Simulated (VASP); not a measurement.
AlP, 2 atoms in the cell. Symmetry: F-43m, No. 216, cubic system. The conventional cell has a = 5.698 Å, b = 5.698 Å, c = 5.698 Å, α = 90.00°, β = 90.00°, γ = 90.00°. Al (site symmetry -43m) has 4 P at 2.47 Å within 3.3 Å. P (site symmetry -43m) has 4 Al at 2.47 Å within 3.3 Å.  This cell differs from its parent crystal: strained.

- Program: VASP 6.6.1
- Task: single point
- Functional: PBE
- Potentials or basis: VASP PAW PBE potentials, release 64 (Al, P)
- Cutoff: 500 eV
- k mesh: 8 × 8 × 8
- Occupations: gaussian, width 0.02 eV
- Spin: no spin polarisation
- Dipole correction: no
- Further INCAR settings: ALGO = Normal; EDIFF = 1e-06; NBANDS = 11

Potentials or basis: VASP PAW PBE potentials, release 64 (Al, P).

Run with:

```sh
$ cat potpaw_PBE.64/Al/POTCAR potpaw_PBE.64/P/POTCAR > POTCAR
$ mpirun -np 1 vasp_std > vasp.out
```

Hardware: 1 thread of Intel Xeon 8259CL (shared host).

Q: Estimate the wall time of this run.

A: Wall time 24 s on 1 thread of Intel Xeon 8259CL, with other jobs on the host, peak memory 0.17 GiB. Counts: scf iterations 13, k points 29.
